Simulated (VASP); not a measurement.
Input of a VASP 6.6.1 run:

File INCAR:

```
ALGO     = Fast           # electronic algorithm
EDIFF    = 1E-6           # SCF threshold, eV
ENCUT    = 520            # plane-wave cutoff, eV
GGA      = PE             # functional
ISIF     = 2              # what is computed and relaxed
ISMEAR   = 0              # smearing method
LASPH    = T              # aspherical terms in the spheres
LCHARG   = F              # write CHGCAR
LREAL    = F              # projectors in reciprocal space
LWAVE    = F              # write WAVECAR
NBANDS   = 12             # bands
NELM     = 60             # most SCF steps
PREC     = Accurate       # precision mode
SIGMA    = 0.15           # smearing width, eV
```

Contents of KPOINTS:

```
k-points
0
Gamma
  22 22 22
```

Contents of POSCAR:

```
V
1.0
   -1.5130000000      1.5130000000      1.4676100000
    1.5130000000     -1.5130000000      1.4676100000
    1.5130000000      1.5130000000     -1.4676100000
V
1
Direct
    0.0000000000      0.0000000000      0.0000000000
```

Potentials or basis: VASP PAW PBE potentials, release 64 (V_sv).

Command:

```bash
$ cat potpaw_PBE.64/V_sv/POTCAR > POTCAR
$ mpirun -np 1 vasp_std > vasp.out
```

Q: Estimate the band gap on the k mesh.

A: Zero (an odd number of electrons rules out a gap without spin polarisation).

Q: Estimate the pressure.

A: 0.8 GPa.

Stress tensor (GPa, compression positive):
```
-0.43  0.00  0.00
 0.00 -0.43  0.00
 0.00  0.00  3.23
```

Caveat: the cell differs from its parent crystal (strain +0.000 along x and y, -0.030 along z).
